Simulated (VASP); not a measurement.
Input of a VASP 6.6.1 run:

Contents of INCAR:

```
SYSTEM = Al2O3
PREC     = Accurate       ! precision mode
ENCUT    = 520            ! plane-wave cutoff, eV
EDIFF    = 1E-6           ! SCF threshold, eV
ISMEAR   = 0              ! smearing method
SIGMA    = 0.05           ! smearing width, eV
LREAL    = .FALSE.        ! projectors in reciprocal space
LASPH    = .TRUE.         ! aspherical terms in the spheres
NELM     = 60             ! most SCF steps
ALGO     = Normal         ! electronic algorithm
ISIF     = 2              ! what is computed and relaxed
LWAVE    = .FALSE.        ! write WAVECAR
LCHARG   = .FALSE.        ! write CHGCAR
GGA      = PE             ! functional
NBANDS   = 35             ! bands
```

KPOINTS

```
Automatic mesh
0
G
  6 6 6
  0 0 0
```

POSCAR

```
Al2O3
1.0
    2.4814133639      1.4326446736      4.7623285280
   -2.4814133639      1.4326446736      4.7623285280
    0.0000000000     -2.8652893472      4.7623285280
Al O
4 6
Direct
    0.8521293568      0.8521293568      0.8521293568
    0.6478706432      0.6478706432      0.6478706432
    0.1478706432      0.1478706432      0.1478706432
    0.3521293568      0.3521293568      0.3521293568
    0.0561574040      0.4438425960      0.7500000000
    0.7500000000      0.0561574040      0.4438425960
    0.4438425960      0.7500000000      0.0561574040
    0.9438425960      0.5561574040      0.2500000000
    0.2500000000      0.9438425960      0.5561574040
    0.5561574040      0.2500000000      0.9438425960
```

Potentials or basis: VASP PAW PBE potentials, release 64 (Al, O).

Run with:

```bash
$ cat potpaw_PBE.64/Al/POTCAR potpaw_PBE.64/O/POTCAR > POTCAR
$ mpirun -np 1 vasp_std > vasp.out
```

Question: Estimate the pressure.

Answer: -24.9 GPa.

Question: Estimate the band gap on the k mesh.

Answer: 3.95 eV.

Question: Estimate the largest force.

Answer: 0.036 eV/Å.

Forces on the atoms (eV/Å):
```
Al   0.000  0.000 -0.035
Al   0.000  0.000  0.035
Al   0.000  0.000  0.035
Al   0.000  0.000 -0.035
O    0.036  0.000  0.000
O   -0.018  0.031  0.000
O   -0.018 -0.031  0.000
O   -0.036  0.000  0.000
O    0.018 -0.031  0.000
O    0.018  0.031  0.000
```

Caveat: the stress differs along the axes, from -35 to -20 GPa. As with any semilocal functional, this PBE gap is likely too small.
